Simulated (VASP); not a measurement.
Wanted: the native input for a VASP 6.6.1 run.

- Task: single point
- Functional: PBE
- Potentials or basis: VASP PAW PBE potentials, release 64 (Mo_sv)
- Cutoff: 520 eV
- k mesh: 22 × 22 × 22
- Occupations: gaussian, width 0.15 eV
- Spin: no spin polarisation
- Dipole correction: no
- Further INCAR settings: ALGO = Fast; EDIFF = 1e-07; NBANDS = 13

The structure of Mo lies in POSCAR:

```
Mo
1.0
   -0.9611293407      1.6759550037      1.6759550037
    1.6759550037     -0.9611293407      1.6759550037
    1.6759550037      1.6759550037     -0.9611293407
Mo
1
Direct
    0.0000000000      0.0000000000      0.0000000000
```

One way to write it, as run:

INCAR

```
SYSTEM = Mo
PREC = Accurate
ENCUT = 520
EDIFF = 1E-7
ISMEAR = 0
SIGMA = 0.15
LREAL = .False.
LASPH = .True.
NELM = 100
ALGO = Fast
ISIF = 2
LWAVE = .False.
LCHARG = .True.
GGA = PE
LELF = .True.
LVHAR = .True.
NBANDS = 13
```

KPOINTS

```
regular mesh
0
Gamma
  22 22 22
  0 0 0
```

Potentials or basis: VASP PAW PBE potentials, release 64 (Mo_sv).

Command:

```bash
$ cat potpaw_PBE.64/Mo_sv/POTCAR > POTCAR
$ mpirun -np 1 vasp_std > vasp.out
```

Results of the run:

- Pressure: 11.1 GPa
- Band gap on the k mesh: zero (bands 7 and 8 overlap by 2.64 eV)

Caveat: the cell stands under pressure.

Wall time 76 s on 1 thread of AMD EPYC 9R45 96-Core Processor (Zen 5) (shared host), peak memory 0.27 GiB.
